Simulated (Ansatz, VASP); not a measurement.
## One calculation of AlRu, two programs

```
Al Ru
1.0
     2.99160    0.00000    0.00000
     0.00000    2.99160    0.00000
     0.00000    0.00000    2.99160
Al Ru
1 1
Cartesian
  0.0000 0.0000 0.0000
  1.4958 1.3458 1.3458
```

Alike in both runs: task single point; functional PBEsol; k mesh 16 × 16 × 16; occupations gaussian, width 0.15 eV; no spin polarisation.

```csv
,VASP,Ansatz
version,VASP 6.6.1,Ansatz 0.2.0
potentials or method,"VASP PAW PBE potentials, release 64 (Al, Ru_pv), cutoff 520 eV","scalar-relativistic, plane waves, PAW"
valence electrons in the cell,17,19
```

```csv
,VASP,Ansatz,Ansatz less VASP
gap on the k mesh at the Fermi level (eV),none,none,-
pressure (GPa),0.3,0.2,-0.09
"traceless stress, the component that is largest in VASP (GPa)",3.48,3.44,-0.042
rms of the force components (eV/Å),0.999,0.989,-0.0101
```

VASP's potentials were made for PBE, not for PBEsol. Atom by atom the forces differ by 0.010 eV/Å (rms over components). A gap of «none» marks a metal or a gap that the smearing closes. With one functional, cell and mesh, what is left measures potentials, basis and numerics. VASP's potentials hold 17 valence electrons a cell and Ansatz's 19, so a difference there can come from the potentials and not from the codes.
